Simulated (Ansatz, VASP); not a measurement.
**SrCl2: VASP beside Ansatz**

POSCAR

```
SrCl2
1.0
    0.0000000000      3.0448647098      4.5672970648
    3.0448647098      0.0000000000      4.5672970648
    3.0448647098      3.0448647098      0.0000000000
Sr Cl
1 2
Direct
    0.0000000000      0.0000000000      0.0000000000
    0.2500000000      0.2500000000      0.2500000000
    0.7500000000      0.7500000000      0.7500000000
```

File INCAR.step1:

```
SYSTEM = SrCl2
PREC = Accurate ; ENCUT = 520
ISMEAR = 0 ; SIGMA = 0.05
LREAL = .FALSE. ; LASPH = .TRUE.
NELM = 80 ; NBANDS = 19
GGA = PE ; ALGO = Normal
EDIFF = 1E-4 ; LWAVE = .TRUE.
LCHARG = .FALSE.
```

INCAR.step2

```
SYSTEM = SrCl2
PREC = Accurate ; ENCUT = 520
EDIFF = 1E-6 ; ISMEAR = 0
SIGMA = 0.05 ; LREAL = .FALSE.
LASPH = .TRUE. ; NELM = 80
ALGO = Normal ; ISIF = 2
LWAVE = .FALSE. ; LCHARG = .TRUE.
METAGGA = R2SCAN ; LMIXTAU = .TRUE.
LELF = .TRUE. ; LVHAR = .TRUE.
NBANDS = 19 ; ISTART = 1
```

KPOINTS

```
regular mesh
0
G
  6 6 6
  0 0 0
```

Input for Ansatz:

```yaml
crystal:
  lattice:
    - [0.0, 3.0448647098, 4.5672970648]
    - [3.0448647098, 0.0, 4.5672970648]
    - [3.0448647098, 3.0448647098, 0.0]
  atoms:
    - { symbol: Sr, position: [0.0, 0.0, 0.0] }
    - { symbol: Cl, position: [0.25, 0.25, 0.25] }
    - { symbol: Cl, position: [0.75, 0.75, 0.75] }
basis:
  ecutwfc: 500
kpoints:
  mp_grid: { grid: [6, 6, 6] }
hamiltonian:
  xc: r2scan
scf:
  occupations: { method: gaussian, width: 0.05 }
output:
  forces: true
  stress: true
  eigenvalues: true
```

Alike in both runs: task single point; functional r2SCAN; k mesh 6 × 6 × 6; occupations gaussian, width 0.05 eV; no spin polarisation.

|  | VASP | Ansatz |
| --- | --- | --- |
| version | VASP 6.6.1 | Ansatz 0.2.0 |
| potentials or method | VASP PAW PBE potentials, release 64 (Sr_sv, Cl), cutoff 520 eV | scalar-relativistic, plane waves, PAW |
| valence electrons in the cell | 24 | 24 |

Ansatz gave:

- gap on the k mesh at the Fermi level (eV): 1.54
- least direct gap on the mesh (eV): 2.03
- pressure (GPa): 1.8
- traceless stress, the component that is largest in VASP (GPa): -19.00

Task: What did VASP give for the same quantities?

Result: gap on the k mesh at the Fermi level (eV): 1.54; least direct gap on the mesh (eV): 2.03; pressure (GPa): 1.8; traceless stress, the component that is largest in VASP (GPa): -18.93.

VASP's potentials were made for PBE, not for r2SCAN. With one functional, cell and mesh, what is left measures potentials, basis and numerics.
